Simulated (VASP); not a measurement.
# SiC (P6_3mc) in VASP: further runs, part 2 of 2

VASP 6.6.1. The steps go on from the part before.

## 4. Relaxation of cell and atoms, PBE, target pressure 4 GPa, at which the enthalpy is minimised

This run uses another cell than the first one, of 10.31 Å³/atom.

File INCAR:

```
SYSTEM = SiC
ALGO = Normal
EDIFF = 1E-6
EDIFFG = -0.008
ENCUT = 600
GGA = PE
IBRION = 2
ISIF = 3
ISMEAR = 0
LASPH = .True.
LCHARG = .False.
LREAL = .False.
LWAVE = .False.
NELM = 80
NSW = 70
PREC = Accurate
PSTRESS = 40.0
SIGMA = 0.02
```

File KPOINTS:

```
k-points
0
Gamma
  12 12 6
  0 0 0
```

File POSCAR:

```
SiC
1.0
    3.0732254730      0.0000000000      0.0000000000
   -1.5366127365      2.6614913311      0.0000000000
    0.0000000000      0.0000000000      5.0437439570
Si C
2 2
Direct
    0.3333333333      0.6666666667      0.4995860237
    0.6666666667      0.3333333333      0.9995860237
    0.3333333333      0.6666666667      0.8754139763
    0.6666666667      0.3333333333      0.3754139763
```

Launch:

```console
cat potpaw_PBE.64/Si/POTCAR potpaw_PBE.64/C/POTCAR > POTCAR
mpirun -np 1 vasp_std > vasp.out
```

It took 34 s on 1 thread of Intel Xeon 6975P-C (Granite Rapids), shared host; peak memory 0.19 GiB.

It converged, with:

| Quantity | Value |
| --- | --- |
| Free energy | -30.1030 eV |
| Relaxed volume | 10.31 Å³/atom |
| Relaxed cell | a = 3.073 Å, b = 3.073 Å, c = 5.042 Å, α = 90.00°, β = 90.00°, γ = 120.00° |
| Space group after relaxing (to 0.1 Å) | P6_3mc (No. 186) |
| Energy change on relaxing (the run minimises the enthalpy) | +0.2 meV/atom |
| Ionic steps | 3 |
| Pressure after relaxing | 4.0 GPa |
| Band gap on the k mesh | 2.27 eV (least direct gap 3.98 eV) |

The path:
| step | energy change (eV) | largest force (eV/Å) | pressure (GPa) | volume (Å³) |
| --- | --- | --- | --- | --- |
| 1 | 0.0000 | 0.0027 | 3.83 | 41.25 |
| 2 | 0.0017 | 0.0049 | 4.19 | 41.19 |
| 3 | 0.0008 | 0.0010 | 4.00 | 41.22 |

Final structure:
```cif
data_structure
_symmetry_space_group_name_H-M 'P 1'
_symmetry_Int_Tables_number 1
_cell_length_a 3.0726
_cell_length_b 3.0726
_cell_length_c 5.0419
_cell_angle_alpha 90.000
_cell_angle_beta 90.000
_cell_angle_gamma 120.000
_cell_volume 41.22
loop_
_atom_site_label
_atom_site_type_symbol
_atom_site_fract_x
_atom_site_fract_y
_atom_site_fract_z
_atom_site_occupancy
Si1 Si 0.33333 0.66667 0.49960 1
Si2 Si 0.66667 0.33333 0.99960 1
C1 C 0.33333 0.66667 0.87540 1
C2 C 0.66667 0.33333 0.37540 1
```

Levels at points of the mesh, in eV from the valence-band top:
```csv
k point,band 5,band 6,band 7,band 8,band 9,band 10,band 11,band 12
"(0.00, 0.00, 0.00)",-1.32,-0.11,0.00,0.00,4.83,6.25,6.69,6.69
"(0.50, 0.00, 0.00)",-5.44,-3.33,-3.30,-1.20,2.78,4.23,6.91,7.14
"(0.00, 0.00, 0.50)",-0.71,-0.71,-0.71,-0.71,5.92,5.92,7.37,7.37
"(0.50, 0.00, 0.50)",-2.45,-2.45,-2.33,-2.33,3.29,3.29,5.27,5.27
```

Caveat: the cell is relaxed towards a set pressure, so the run minimises the enthalpy, not the energy.

## 5. Relaxation of cell and atoms, PBE, target pressure 1 GPa, at which the enthalpy is minimised

This run uses another cell than the first one, of 10.40 Å³/atom.

File INCAR:

```
PREC     = Accurate       # precision mode
ENCUT    = 600            # plane-wave cutoff, eV
EDIFF    = 1E-7           # SCF threshold, eV
ISMEAR   = 0              # smearing method
SIGMA    = 0.02           # smearing width, eV
LREAL    = F              # projectors in reciprocal space
LASPH    = T              # aspherical terms in the spheres
NELM     = 60             # most SCF steps
ALGO     = Normal         # electronic algorithm
ISIF     = 3              # what is computed and relaxed
LWAVE    = F              # write WAVECAR
LCHARG   = F              # write CHGCAR
GGA      = PE             # functional
IBRION   = 2              # ionic algorithm
NSW      = 70             # ionic steps
EDIFFG   = -0.008         # ionic threshold
PSTRESS  = 10.0
```

File KPOINTS:

```
regular mesh
0
Gamma
  12 12 6
```

File POSCAR:

```
SiC
1.0
    3.0818591670      0.0000000000      0.0000000000
   -1.5409295835      2.6689683295      0.0000000000
    0.0000000000      0.0000000000      5.0577539728
Si C
2 2
Direct
    0.3333333333      0.6666666667      0.4995817066
    0.6666666667      0.3333333333      0.9995817066
    0.3333333333      0.6666666667      0.8754182934
    0.6666666667      0.3333333333      0.3754182934
```

Potentials or basis: VASP PAW PBE potentials, release 64 (Si, C).

Launch:

```console
cat potpaw_PBE.64/Si/POTCAR potpaw_PBE.64/C/POTCAR > POTCAR
mpirun -np 1 vasp_std > vasp.out
```

OUTCAR:

```text
PREC = Accurate
   ENCUT = 600
   EDIFF = 1E-7
   ISMEAR = 0
   LREAL = F
   LASPH = T
   NELM = 60
   ISIF = 3
   GGA = PE
   IBRION = 2
   NSW = 70
   EDIFFG = -0.008
   PSTRESS = 10.0

 ion  position               nearest neighbor table
   1  0.333  0.667  0.500-   4 1.89   4 1.89   4 1.89   3 1.90   2 3.09   2 3.09   2 3.09   2 3.09
                             2 3.09   2 3.09
   2  0.667  0.333  1.000-   3 1.89   3 1.89   3 1.89   4 1.90   1 3.09   1 3.09   1 3.09   1 3.09
                             1 3.09   1 3.09
   3  0.333  0.667  0.875-   2 1.89   2 1.89   2 1.89   1 1.90
   4  0.667  0.333  0.375-   1 1.89   1 1.89   1 1.89   2 1.90

  LATTYP: Found a hexagonal cell.
 ALAT       =     3.0818591670
 C/A-ratio  =     1.6411372807

  Lattice vectors:

 A1 = (   3.0818591670,   0.0000000000,   0.0000000000)
[... 283 lines left out ...]
  band No.  band energies     occupation
      1      -7.3435      2.00000
      2      -3.8135      2.00000
      3      -0.4941      2.00000
      4       6.8335      2.00000
      5       6.8335      2.00000
      6       8.0352      2.00000
      7       8.1458      2.00000
      8       8.1458      2.00000
      9      12.8651      0.00000
     10      14.2502      0.00000
     11      14.7526      0.00000
     12      14.7526      0.00000
[... 331 lines left out ...]
 k-point    24 :       0.3333    0.0000    0.1667
  band No.  band energies     occupation
      1      -5.3842      2.00000
      2      -2.8540      2.00000
      3       0.8473      2.00000
      4       2.5475      2.00000
      5       3.3834      2.00000
      6       5.3144      2.00000
      7       6.5514      2.00000
      8       7.0461      2.00000
      9      11.5099      0.00000
     10      12.6149      0.00000
     11      14.9114      0.00000
     12      15.9331      0.00000

 [... further k-points ...]

------------------------ aborting loop because EDIFF is reached ----------------------------------------

  FORCE on cell =-STRESS in cart. coord.  units (eV):
  Direction    XX          YY          ZZ          XY          YZ          ZX
  --------------------------------------------------------------------------------------
  -------------------------------------------------------------------------------------
  Total        0.2612153      0.2612153      0.2675849      0.0000000      0.0000000     -0.0000000
  in kB       10.0172232     10.0172232     10.2614873      0.0000000      0.0000000     -0.0000000
  external PRESSURE =       0.0986446 kB  Pullay stress =      10.0000000 kB
[... 23 lines left out ...]
  energy  without entropy=      -30.1120104916  energy(sigma->0) =      -30.11201049

  enthalpy is  TOTEN    =       -29.8512443144 eV   P V=        0.2607661772

 reached required accuracy - stopping structural energy minimisation
```

CONTCAR:

```text
SiC
   1.00000000000000
     3.0862980802978166    0.0000000000000000    0.0000000000000000
    -1.5431490401489083    2.6728125411810475    0.0000000000000000
     0.0000000000000000    0.0000000000000000    5.0647203847577327
  Si              C
     2     2
Direct
     0.3333333332999970    0.6666666667000030    0.4995893658818933
     0.6666666667000030    0.3333333332999970    0.9995893658818933
     0.3333333332999970    0.6666666667000030    0.8754106341181067
     0.6666666667000030    0.3333333332999970    0.3754106341181067

  0.00000000E+00  0.00000000E+00  0.00000000E+00
  0.00000000E+00  0.00000000E+00  0.00000000E+00
  0.00000000E+00  0.00000000E+00  0.00000000E+00
  0.00000000E+00  0.00000000E+00  0.00000000E+00
```

Run time: 44 s. Hardware: 1 thread of Intel Xeon 6975P-C (Granite Rapids), shared host; peak memory 0.2 GiB.

What came out:

```
Free energy                                                : -30.1120 eV
Relaxed volume                                             : 10.44 Å³/atom
Relaxed cell                                               : a = 3.086 Å, b = 3.086 Å, c = 5.065 Å, α = 90.00°, β = 90.00°, γ = 120.00°
Space group after relaxing (to 0.1 Å)                      : P6_3mc (No. 186)
Energy change on relaxing (the run minimises the enthalpy) : -0.4 meV/atom
Ionic steps                                                : 3
Pressure after relaxing                                    : 1.0 GPa
Band gap on the k mesh                                     : 2.29 eV (least direct gap 3.95 eV)
```

Step by step:
| step | energy change (eV) | largest force (eV/Å) | pressure (GPa) | volume (Å³) |
| --- | --- | --- | --- | --- |
| 1 | 0.0000 | 0.0017 | 1.94 | 41.60 |
| 2 | -0.0022 | 0.0039 | 0.03 | 41.97 |
| 3 | -0.0016 | 0.0010 | 1.01 | 41.78 |

Final structure:
```
CELL_PARAMETERS angstrom
3.08630 0.00000 0.00000
-1.54315 2.67281 0.00000
0.00000 0.00000 5.06472
ATOMIC_POSITIONS crystal
Si 0.33333 0.66667 0.49959
Si 0.66667 0.33333 0.99959
C 0.33333 0.66667 0.87541
C 0.66667 0.33333 0.37541
```

Caveat: the cell is relaxed towards a set pressure, so the run minimises the enthalpy, not the energy. A k mesh can miss the band edges.

## 6. Summary

```tsv
cell	gap on the mesh (eV)	pressure (GPa)
relaxed to 25 GPa from a = 2.992, b = 2.992, c = 4.908 Å, angles 90.0, 90.0, 120.0°, 4 atoms	2.12	25.0
relaxed to 12 GPa from a = 3.039, b = 3.039, c = 4.988 Å, angles 90.0, 90.0, 120.0°, 4 atoms	2.21	12.0
relaxed to 4 GPa from a = 3.073, b = 3.073, c = 5.044 Å, angles 90.0, 90.0, 120.0°, 4 atoms	2.27	4.0
relaxed to 1 GPa from a = 3.082, b = 3.082, c = 5.058 Å, angles 90.0, 90.0, 120.0°, 4 atoms	2.29	1.0
```

Alike in all rows: task relaxation of cell and atoms; level PBE; potentials or basis VASP PAW PBE potentials, release 64 (Si, C); no spin polarisation; k mesh 12 × 12 × 6; cutoff (eV) 600; smearing gaussian 0.02 eV.

Caveats: the cell is relaxed towards a set pressure, so the run minimises the enthalpy, not the energy.

Absolute energies hang on the potentials; compare differences alone.
